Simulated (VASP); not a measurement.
# ZrC (I4/mmm) in VASP: further runs, part 2 of 2

VASP 6.6.1. The steps go on from the part before.

## Step 3: Single point, PBE

This run uses another cell than the first one, of the same volume but with other edges.

Contents of INCAR:

```
  PREC = Accurate
  ENCUT = 520
  EDIFF = 1E-6
  ISMEAR = 0
  SIGMA = 0.15
  LREAL = False
  LASPH = True
  NELM = 100
  ALGO = Normal
  ISIF = 2
  LWAVE = False
  LCHARG = True
  GGA = PE
  LELF = True
  LVHAR = True
  NBANDS = 15
```

Contents of KPOINTS:

```
regular mesh
0
Gamma
  20 20 20
```

Contents of POSCAR:

```
ZrC
1.0
    0.0000000000      2.0939044828      2.9607809387
    2.0939044828      0.0000000000      2.9607809387
    2.0939044828      2.0939044828      0.0000000000
Zr C
1 1
Direct
    0.5000000000      0.5000000000      0.5000000000
    0.0000000000      0.0000000000      0.0000000000
```

Potentials or basis: VASP PAW PBE potentials, release 64 (Zr_sv, C).

The run is started by

```
> cat potpaw_PBE.64/Zr_sv/POTCAR potpaw_PBE.64/C/POTCAR > POTCAR
> mpirun -np 1 vasp_std > vasp.out
```

OUTCAR:

```text
PREC = Accurate
   ENCUT = 520
   EDIFF = 1E-6
   ISMEAR = 0
   LREAL = False
   LASPH = True
   NELM = 100
   ISIF = 2
   GGA = PE

 ion  position               nearest neighbor table
   1  0.500  0.500  0.500-   2 2.09   2 2.09   2 2.09   2 2.09   2 2.96   2 2.96
   2  0.000  0.000  0.000-   1 2.09   1 2.09   1 2.09   1 2.09   1 2.96   1 2.96

  LATTYP: Found a body centered tetragonal cell.
 ALAT       =     2.9612281179
 C/A-ratio  =     1.9996979772

  Lattice vectors:
[... 618 lines left out ...]
 [... further k-points ...]

------------------------ aborting loop because EDIFF is reached ----------------------------------------

  FORCE on cell =-STRESS in cart. coord.  units (eV):
  Direction    XX          YY          ZZ          XY          YZ          ZX
  --------------------------------------------------------------------------------------
  -------------------------------------------------------------------------------------
  Total       13.7982876     13.7982876     -4.2912104      0.0000000      0.0000000      0.0000000
  in kB      851.5021912    851.5021912   -264.8136612      0.0000000      0.0000000      0.0000000
  external PRESSURE =     479.3969070 kB  Pullay stress =       0.0000000 kB

 VOLUME and BASIS-vectors are now :
 -----------------------------------------------------------------------------
  energy-cutoff  :      520.00
  volume of cell :       25.96
      direct lattice vectors                 reciprocal lattice vectors
     0.000000000  2.093904483  2.960780939    -0.238788352  0.238788352  0.168874365
     2.093904483  0.000000000  2.960780939     0.238788352 -0.238788352  0.168874365
     2.093904483  2.093904483  0.000000000     0.238788352  0.238788352 -0.168874365

 POSITION                                       TOTAL-FORCE (eV/Angst)
 -----------------------------------------------------------------------------------
      2.09390      2.09390      2.96078         0.000000     -0.000000     -0.000000
      0.00000      0.00000      0.00000         0.000000      0.000000      0.000000
 -----------------------------------------------------------------------------------
    total drift:                                0.000000      0.000000      0.000000

  FREE ENERGIE OF THE ION-ELECTRON SYSTEM (eV)
  ---------------------------------------------------
  free  energy   TOTEN  =       -17.3627787019 eV

  energy  without entropy=      -17.3596204764  energy(sigma->0) =      -17.36119959
```

OSZICAR:

```text
N       E                     dE             d eps       ncg     rms          rms(c)
DAV:   1     0.105884929090E+03    0.10588E+03   -0.86791E+03 19270   0.108E+03
DAV:   2    -0.150176941686E+02   -0.12090E+03   -0.11185E+03 24511   0.289E+02
DAV:   3    -0.214061162170E+02   -0.63884E+01   -0.63299E+01 31688   0.568E+01
DAV:   4    -0.215514535546E+02   -0.14534E+00   -0.14528E+00 23667   0.616E+00
DAV:   5    -0.215532113912E+02   -0.17578E-02   -0.17578E-02 26579   0.594E-01    0.293E+01
DAV:   6    -0.174649480941E+02    0.40883E+01   -0.84621E+00 23067   0.250E+01    0.103E+01
DAV:   7    -0.173817011417E+02    0.83247E-01   -0.75998E-01 21858   0.663E+00    0.860E+00
DAV:   8    -0.173852878789E+02   -0.35867E-02   -0.22735E-01 23018   0.392E+00    0.316E+00
DAV:   9    -0.173624101607E+02    0.22878E-01   -0.47202E-02 22135   0.168E+00    0.279E-01
DAV:  10    -0.173627475596E+02   -0.33740E-03   -0.19742E-03 23482   0.401E-01    0.123E-01
DAV:  11    -0.173627807589E+02   -0.33199E-04   -0.78966E-05 24519   0.929E-02    0.212E-02
DAV:  12    -0.173627789411E+02    0.18178E-05   -0.13491E-06 21987   0.104E-02    0.346E-03
DAV:  13    -0.173627787019E+02    0.23920E-06   -0.21107E-07 13094   0.364E-03
   1 F= -.17362779E+02 E0= -.17361200E+02  d E =-.315823E-02
```

It took 1.8 min on 1 thread of Intel Xeon 6975P-C (Granite Rapids), shared host; peak memory 0.37 GiB.

Results:

| Item | Value |
| --- | --- |
| Free energy | -17.3628 eV |
| Pressure | 47.9 GPa |
| Band gap on the k mesh | zero (band 8 reaches 10.98 eV, above the bottom of band 9 at 9.08 eV) |

Levels at points of the mesh, in eV from the Fermi level:
| k point | band 4 | band 5 | band 6 | band 7 | band 8 | band 9 | band 10 | band 11 | band 12 | band 13 |
| --- | --- | --- | --- | --- | --- | --- | --- | --- | --- | --- |
| (0.00, 0.00, 0.00) | -25.45 | -11.55 | -1.15 | -0.98 | -0.21 | 1.39 | 1.39 | 2.73 | 2.73 | 4.60 |
| (0.50, 0.00, 0.00) | -25.27 | -7.61 | -5.51 | -4.12 | -3.57 | 4.49 | 4.63 | 5.24 | 6.64 | 7.15 |
| (0.50, 0.50, 0.00) | -25.52 | -10.84 | -3.71 | -1.80 | 1.12 | 1.12 | 4.90 | 5.17 | 5.17 | 6.16 |
| (0.50, 0.00, 0.50) | -25.92 | -10.90 | -1.55 | -0.75 | -0.43 | 0.60 | 2.84 | 3.34 | 7.99 | 9.54 |

## Step 4: Single point, PBE

This run uses another cell than the first one, of the same volume but with other edges.

Contents of INCAR:

```
ALGO = Normal
EDIFF = 1E-6
ENCUT = 520
GGA = PE
ISIF = 2
ISMEAR = 0
LASPH = T
LCHARG = F
LREAL = F
LWAVE = F
NBANDS = 15
NELM = 60
PREC = Accurate
SIGMA = 0.15
```

Contents of KPOINTS:

```
k-points
0
Gamma
  20 20 20
```

Contents of POSCAR:

```
ZrC
1.0
    0.0000000000      2.4810395913      2.1088836526
    2.4810395913      0.0000000000      2.1088836526
    2.4810395913      2.4810395913      0.0000000000
Zr C
1 1
Direct
    0.5000000000      0.5000000000      0.5000000000
    0.0000000000      0.0000000000      0.0000000000
```

The run is started by

```
> cat potpaw_PBE.64/Zr_sv/POTCAR potpaw_PBE.64/C/POTCAR > POTCAR
> mpirun -np 1 vasp_std > vasp.out
```

Wall time 65 s (1 thread of Intel Xeon 6975P-C (Granite Rapids), shared host); peak memory 0.36 GiB.

Results (log left out):

```yaml
Free_energy: -18.8426 eV
Pressure: 12.8 GPa
Band_gap_on_the_k_mesh: zero (band 8 reaches 10.44 eV, above the bottom of band 9 at 8.47 eV)
```

Stress tensor (GPa, compression positive):
```
-13.02   0.00   0.00
  0.00 -13.02   0.00
  0.00   0.00  64.37
```

Levels at points of the mesh, in eV from the Fermi level:
```
           k point  band 4  band 5  band 6  band 7  band 8  band 9  band 10  band 11  band 12  band 13
(0.00, 0.00, 0.00)  -25.82  -11.40    0.54    0.54    0.67    0.67     1.67     1.84     2.11     2.18
(0.50, 0.00, 0.00)  -25.82   -8.06   -5.37   -3.31   -3.18    3.86     5.30     5.91     6.26     8.63
(0.50, 0.50, 0.00)  -26.25  -10.33   -2.03   -0.60   -0.58   -0.58     4.64     5.47     5.47     8.84
(0.50, 0.00, 0.50)  -25.93  -10.36   -2.63   -1.57   -0.10    0.99     3.62     4.84     6.02     7.82
```

## Step 5: Summary

```csv
cell,gap on the mesh (eV),pressure (GPa)
"a = 3.231, b = 3.231, c = 3.731 Å, angles 54.7, 54.7, 70.5°, 2 atoms",none,45.4
"a = 3.626, b = 3.626, c = 2.961 Å, angles 65.9, 65.9, 48.2°, 2 atoms",none,47.9
"a = 3.256, b = 3.256, c = 3.509 Å, angles 57.4, 57.4, 65.2°, 2 atoms",none,12.8
```

Alike in all rows: task single point; level PBE; potentials or basis VASP PAW PBE potentials, release 64 (Zr_sv, C); no spin polarisation; k mesh 20 × 20 × 20; cutoff (eV) 520; smearing gaussian 0.15 eV.

Total energies depend on the potentials used, so only differences within one code and one set of settings carry meaning.
